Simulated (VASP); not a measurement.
Write the native input for VASP 6.6.1 that does the following.

```
Task                   : single point
Functional             : PBEsol
Potentials or basis    : VASP PAW PBE potentials, release 64 (Pt)
Cutoff                 : 520 eV
k mesh                 : 20 × 20 × 20
Occupations            : gaussian, width 0.15 eV
Spin                   : no spin polarisation
Dipole correction      : no
Further INCAR settings : ALGO = Normal; EDIFF = 1e-06; NBANDS = 11
```

The structure of Pt lies in POSCAR:

```
Pt
1.0
    0.0000000000      2.0557950000      1.8600050000
    2.0557950000      0.0000000000      1.8600050000
    2.0557950000      2.0557950000      0.0000000000
Pt
1
Direct
    0.0000000000      0.0000000000      0.0000000000
```

This cell differs from its parent crystal: strain +0.050 along x and y, -0.050 along z.

These files were run (other wordings do the same):

INCAR

```
SYSTEM = Pt
PREC = Accurate
ENCUT = 520
EDIFF = 1E-6
ISMEAR = 0
SIGMA = 0.15
LREAL = .False.
LASPH = .True.
NELM = 80
ALGO = Normal
ISIF = 2
LWAVE = .False.
LCHARG = .True.
GGA = PS
LELF = .True.
LVHAR = .True.
NBANDS = 11
```

KPOINTS

```
Automatic mesh
0
Gamma
  20 20 20
  0 0 0
```

Potentials or basis: VASP PAW PBE potentials, release 64 (Pt).

Command:

```bash
$ cat potpaw_PBE.64/Pt/POTCAR > POTCAR
$ mpirun -np 1 vasp_std > vasp.out
```

Results of the run:

| Quantity | Value |
| --- | --- |
| Pressure | -11.0 GPa |
| Band gap on the k mesh | zero (band 5 reaches 11.10 eV, above the bottom of band 6 at 8.66 eV) |

Caveat: the cell differs from its parent crystal (strain +0.050 along x and y, -0.050 along z); the PAW data sets were made with another functional, which shifts forces and pressure a little; spin-orbit coupling is left out, which moves the levels of the heavy elements.

Run time: 28 s on 1 thread of Intel(R) Xeon(R) 6975P-C (Granite Rapids), on a shared host, peak memory 0.23 GiB.
